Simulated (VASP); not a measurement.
# AlAs (F-43m) in VASP: further runs

Runs on AlAs. Level: LDA. Tasks: single point.

Program: VASP 6.6.1. These are calculated values, not measurements. Logs are shortened: lines on timing, memory, paths and dates and some standing lists are left out, and cuts for length are marked.

### 1 The cell of the first run

Symmetry: F-43m, No. 216, cubic system. The conventional cell has a = 5.629 Å, b = 5.629 Å, c = 5.629 Å, α = 90.00°, β = 90.00°, γ = 90.00°. Within 3.2 Å of Al (site symmetry -43m) lie 4 As at 2.44 Å. As (site symmetry -43m) has 4 Al at 2.44 Å within 3.2 Å.

### 2 Single point, LDA

The input, INCAR:

```
ALGO     = Normal         # electronic algorithm
EDIFF    = 1E-6           # SCF threshold, eV
ENCUT    = 500            # plane-wave cutoff, eV
GGA      = CA             # functional
GGA_COMPAT= False        
ISIF     = 2              # what is computed and relaxed
ISMEAR   = 0              # smearing method
LASPH    = True           # aspherical terms in the spheres
LCHARG   = False          # write CHGCAR
LREAL    = False          # projectors in reciprocal space
LWAVE    = False          # write WAVECAR
NBANDS   = 11             # bands
NELM     = 120            # most SCF steps
PREC     = Accurate       # precision mode
SIGMA    = 0.02           # smearing width, eV
```

The input, KPOINTS:

```
k-points
0
Gamma
  8 8 8
```

The input, POSCAR:

```
AlAs
1.0
    0.0000000000      2.8143768890      2.8143768890
    2.8143768890      0.0000000000      2.8143768890
    2.8143768890      2.8143768890      0.0000000000
Al As
1 1
Direct
    0.0000000000      0.0000000000      0.0000000000
    0.2500000000      0.2500000000      0.2500000000
```

Potentials or basis: VASP PAW LDA potentials, release 64 (Al, As).

Started as:

```bash
$ cat potpaw_LDA.64/Al/POTCAR potpaw_LDA.64/As/POTCAR > POTCAR
$ mpirun -np 1 vasp_std > vasp.out
```

OUTCAR:

```text
EDIFF = 1E-6
   ENCUT = 500
   GGA = CA
   ISIF = 2
   ISMEAR = 0
   LASPH = True
   LREAL = False
   NELM = 120
   PREC = Accurate

 ion  position               nearest neighbor table
   1  0.000  0.000  0.000-   2 2.44   2 2.44   2 2.44   2 2.44
   2  0.250  0.250  0.250-   1 2.44   1 2.44   1 2.44   1 2.44

  LATTYP: Found a face centered cubic cell.
 ALAT       =     5.6287537780

  Lattice vectors:

 A1 = (   0.0000000000,   2.8143768890,   2.8143768890)
 A2 = (   2.8143768890,   0.0000000000,   2.8143768890)
 A3 = (   2.8143768890,   2.8143768890,   0.0000000000)

Analysis of symmetry for initial positions (statically):
=====================================================================
 Subroutine PRICEL returns:
 Original cell was already a primitive cell.

 Routine SETGRP: Setting up the symmetry group for a
 face centered cubic supercell.

 Subroutine GETGRP returns: Found 24 space group operations
 (whereof 24 operations were pure point group operations)
 out of a pool of 48 trial point group operations.

The static configuration has the point symmetry T_d .

Analysis of symmetry for dynamics (positions and initial velocities):
=====================================================================
 Subroutine PRICEL returns:
 Original cell was already a primitive cell.

 Routine SETGRP: Setting up the symmetry group for a
 face centered cubic supercell.

 Subroutine GETGRP returns: Found 24 space group operations
 (whereof 24 operations were pure point group operations)
 out of a pool of 48 trial point group operations.

The dynamic configuration has the point symmetry T_d .

 Subroutine INISYM returns: Found 24 space group operations
 (whereof 24 operations are pure point group operations),
 and found     1 'primitive' translations

----------------------------------------------------------------------------------------

                                     Primitive cell

  volume of cell :      44.5838

  direct lattice vectors                    reciprocal lattice vectors
     0.000000000  2.814376889  2.814376889    -0.177659219  0.177659219  0.177659219
     2.814376889  0.000000000  2.814376889     0.177659219 -0.177659219  0.177659219
     2.814376889  2.814376889  0.000000000     0.177659219  0.177659219 -0.177659219

  length of vectors
     3.980129966  3.980129966  3.980129966     0.307714794  0.307714794  0.307714794

  position of ions in fractional coordinates (direct lattice)
     0.000000000  0.000000000  0.000000000
     0.250000000  0.250000000  0.250000000

  ion indices of the primitive-cell ions
   primitive index   ion index
                 1           1
                 2           2

----------------------------------------------------------------------------------------

 KPOINTS: k-points

Automatic generation of k-mesh.
 Grid dimensions read from file:
 generate k-points for:    8    8    8

 Generating k-lattice:

  Cartesian coordinates                     Fractional coordinates (reciprocal lattice)
    -0.022207402  0.022207402  0.022207402     0.125000000  0.000000000  0.000000000
     0.022207402 -0.022207402  0.022207402     0.000000000  0.125000000  0.000000000
     0.022207402  0.022207402 -0.022207402     0.000000000  0.000000000  0.125000000

  Length of vectors
     0.038464349  0.038464349  0.038464349

  Shift w.r.t. Gamma in fractional coordinates (k-lattice)
     0.000000000  0.000000000  0.000000000

 Subroutine IBZKPT returns following result:
 ===========================================

 Found     29 irreducible k-points:

 Following reciprocal coordinates:
            Coordinates               Weight
  0.000000  0.000000  0.000000      1.000000
  0.125000  0.000000  0.000000      8.000000
  0.250000  0.000000  0.000000      8.000000
  0.375000  0.000000  0.000000      8.000000
  0.500000  0.000000  0.000000      4.000000
  0.125000  0.125000  0.000000      6.000000
[... 16 lines left out ...]
  0.500000  0.250000  0.125000     48.000000
 -0.375000  0.250000  0.125000     24.000000
 [... further k-points ...]
   k-points           NKPTS =     29   k-points in BZ     NKDIM =     29   number of bands    NBANDS=     11
   number of dos      NEDOS =    301   number of ions     NIONS =      2
   total plane-waves  NPLWV =  27000
   dimension x,y,z NGX =    30 NGY =   30 NGZ =   30
   dimension x,y,z NGXF=    60 NGYF=   60 NGZF=   60
   ions per type =               1   1
   NGX,Y,Z   is equivalent  to a cutoff of  12.53, 12.53, 12.53 a.u.
   NGXF,Y,Z  is equivalent  to a cutoff of  25.06, 25.06, 25.06 a.u.
 SYSTEM =  unknown system
   PREC   = accura    normal or accurate (medium, high low for compatibility)
   ISTART =      0    job   : 0-new  1-cont  2-samecut
   ICHARG =      2    charge: 1-file 2-atom 10-const
   ISPIN  =      1    spin polarized calculation?
   LNONCOLLINEAR =      F non collinear calculations
   LSORBIT =      F    spin-orbit coupling
   LASPH  =      T    aspherical Exc in radial PAW
   ENCUT  =  500.0 eV  36.75 Ry    6.06 a.u.   7.26  7.26  7.26*2*pi/ulx,y,z
   NELM   =    120;   NELMIN=  2; NELMDL= -5     # of ELM steps
   EDIFF  = 0.1E-05   stopping-criterion for ELM
   LREAL  =      F    real-space projection
[... 7 lines left out ...]
   TEBEG  =    0.0;   TEEND  =   0.0 temperature during run
   PSTRESS=    0.0 pullay stress
   NELECT =       8.0000    total number of electrons
   NUPDOWN=      -1.0000    fix difference up-down
   EMIN   =  10.00;   EMAX   =-10.00  energy-range for DOS
   EFERMI =   0.00;   METHOD = LEGACY
   ISMEAR =     0;   SIGMA  =   0.02  broadening in eV -4-tet -1-fermi 0-gaus
   EFERMI_NEDOS =   21; number of points for ismear=-14 and -15
   IALGO  =     38    algorithm
   IMIX   =      4    mixing-type and parameters
     AMIX     =   0.40;   BMIX     =  1.00
     AMIX_MAG =   1.60;   BMIX_MAG =  1.00
  volume/ion in A,a.u.               =      22.29       150.43
  Fermi-wavevector in a.u.,A,eV,Ry     =   0.923377  1.744930 11.600678  0.852626
  Thomas-Fermi vector in A             =   2.049007
   LORBIT       =      0    0 simple, 1 ext, 2 COOP (PROOUT), +10 PAW based schemes
   GGA     = CA    functional components
   LHFCALC =     F    Hartree Fock is set to
   AEXX    =    0.0000 exact exchange contribution
   IVDW    =     0    specifies the selected vdW correction
   LEPSILON=     F    determine dielectric tensor
   LRPA    =     F    only Hartree local field effects (RPA)
 non-spin polarized calculation
 Gauss-broadening in eV      SIGMA  =   0.02
  energy-cutoff  :      500.00
  volume of cell :       44.58
 maximum number of plane-waves:      1158
 NGX is ok and might be reduce to    30
   NGX = 15   NGY = 15   NGZ = 15

 number of electron       8.0000001 magnetization

 Free energy of the ion-electron system (eV)
  ---------------------------------------------------
  ext. energy  EPLUGINS =         0.00000000
  ---------------------------------------------------
  free energy    TOTEN  =       -10.51392500 eV

  energy without entropy =      -10.51392500  energy(sigma->0) =      -10.51392500

 E-fermi :   4.0181     XC(G=0):  -9.3435

 val. band max:        3.9298439403   @ k =   0.0000   0.0000   0.0000
 cond. band min:       5.2394491626   @ k =   0.5000   0.5000   0.0000
 fundamental gap:      1.3096052222
 Fermi energy:         4.0180781665

 k-point     1 :       0.0000    0.0000    0.0000
  band No.  band energies     occupation
      1      -8.0603      2.00000
      2       3.9298      2.00000
      3       3.9298      2.00000
      4       3.9298      2.00000
      5       5.9483      0.00000
      6       8.2045      0.00000
      7       8.2045      0.00000
      8       8.2045      0.00000
      9      12.6521      0.00000
     10      12.9970      0.00000
     11      12.9970      0.00000

 k-point     2 :       0.1250    0.0000    0.0000
  band No.  band energies     occupation
      1      -7.9044      2.00000
      2       2.4730      2.00000
      3       3.7657      2.00000
      4       3.7657      2.00000
      5       6.7007      0.00000
      6       8.4901      0.00000
      7       8.4901      0.00000
      8       8.6066      0.00000
      9      12.3555      0.00000
     10      12.3555      0.00000
     11      13.3878      0.00000

 k-point     3 :       0.2500    0.0000    0.0000
  band No.  band energies     occupation
      1      -7.4709      2.00000
      2       0.4832      2.00000
      3       3.4430      2.00000
      4       3.4430      2.00000
      5       6.5019      0.00000
      6       8.8283      0.00000
      7       8.8283      0.00000
      8      10.3609      0.00000
      9      12.2413      0.00000
     10      12.2413      0.00000
     11      13.1967      0.00000

 k-point     4 :       0.3750    0.0000    0.0000
  band No.  band energies     occupation
      1      -6.9080      2.00000
      2      -1.0930      2.00000
      3       3.1863      2.00000
      4       3.1863      2.00000
      5       6.1486      0.00000
      6       8.7003      0.00000
      7       8.7003      0.00000
      8      11.5460      0.00000
      9      13.5559      0.00000
     10      13.5559      0.00000
     11      13.6006      0.00000
[... 239 lines left out ...]
 k-point    22 :       0.3750    0.2500    0.1250
  band No.  band energies     occupation
      1      -7.1080      2.00000
      2       0.1104      2.00000
      3       1.9256      2.00000
      4       2.9333      2.00000
      5       7.4684      0.00000
      6       8.1935      0.00000
      7       9.1742      0.00000
      8      10.4591      0.00000
      9      12.1140      0.00000
     10      14.3737      0.00000
     11      15.9489      0.00000

 k-point    23 :       0.5000    0.2500    0.1250
  band No.  band energies     occupation
      1      -6.6006      2.00000
      2      -0.9230      2.00000
      3       1.3274      2.00000
      4       2.5406      2.00000
      5       7.5611      0.00000
      6       8.3456      0.00000
      7       9.6848      0.00000
      8      10.7906      0.00000
      9      13.2808      0.00000
     10      14.4667      0.00000
     11      16.0823      0.00000

 k-point    24 :      -0.3750    0.2500    0.1250
  band No.  band energies     occupation
      1      -6.3371      2.00000
      2      -1.4158      2.00000
      3       1.1747      2.00000
      4       2.3524      2.00000
      5       7.5570      0.00000
      6       8.1090      0.00000
      7      10.6143      0.00000
      8      11.5573      0.00000
      9      12.2665      0.00000
     10      14.9229      0.00000
     11      16.2012      0.00000

 [... further k-points ...]

------------------------ aborting loop because EDIFF is reached ----------------------------------------

  FORCE on cell =-STRESS in cart. coord.  units (eV):
  Direction    XX          YY          ZZ          XY          YZ          ZX
  --------------------------------------------------------------------------------------
  -------------------------------------------------------------------------------------
  Total        0.1018878      0.1018878      0.1018878      0.0000000      0.0000000     -0.0000000
  in kB        3.6614737      3.6614737      3.6614737      0.0000000      0.0000000     -0.0000000
  external PRESSURE =       3.6614737 kB  Pullay stress =       0.0000000 kB

 VOLUME and BASIS-vectors are now :
 -----------------------------------------------------------------------------
  energy-cutoff  :      500.00
  volume of cell :       44.58
      direct lattice vectors                 reciprocal lattice vectors
     0.000000000  2.814376889  2.814376889    -0.177659219  0.177659219  0.177659219
     2.814376889  0.000000000  2.814376889     0.177659219 -0.177659219  0.177659219
     2.814376889  2.814376889  0.000000000     0.177659219  0.177659219 -0.177659219

 POSITION                                       TOTAL-FORCE (eV/Angst)
 -----------------------------------------------------------------------------------
      0.00000      0.00000      0.00000         0.000000      0.000000      0.000000
      1.40719      1.40719      1.40719        -0.000000     -0.000000     -0.000000
 -----------------------------------------------------------------------------------
    total drift:                                0.000000      0.000000      0.000000

  FREE ENERGIE OF THE ION-ELECTRON SYSTEM (eV)
  ---------------------------------------------------
  free  energy   TOTEN  =       -10.5139250039 eV

  energy  without entropy=      -10.5139250039  energy(sigma->0) =      -10.51392500
```

Run time: 19 s. Hardware: 1 thread of Intel Xeon Platinum 8375C at 2.90GHz (Ice Lake), shared host; peak memory 0.15 GiB.

Results:

- Free energy: -10.5139 eV
- Pressure: 0.4 GPa
- Band gap on the k mesh: 1.31 eV (least direct gap 2.02 eV)

Levels at points of the mesh, in eV from the valence-band top:
```tsv
k point	band 1	band 2	band 3	band 4	band 5	band 6	band 7	band 8	band 9
(0.00, 0.00, 0.00)	-11.99	0.00	0.00	0.00	2.02	4.27	4.27	4.27	8.72
(0.50, 0.00, 0.00)	-10.54	-5.67	-0.84	-0.84	2.09	4.65	4.65	7.62	11.12
(0.50, 0.50, 0.00)	-9.97	-5.51	-2.22	-2.22	1.31	2.20	10.33	10.33	11.76
```

A k mesh can miss the band edges.

(Continued in part 2 of 2.)
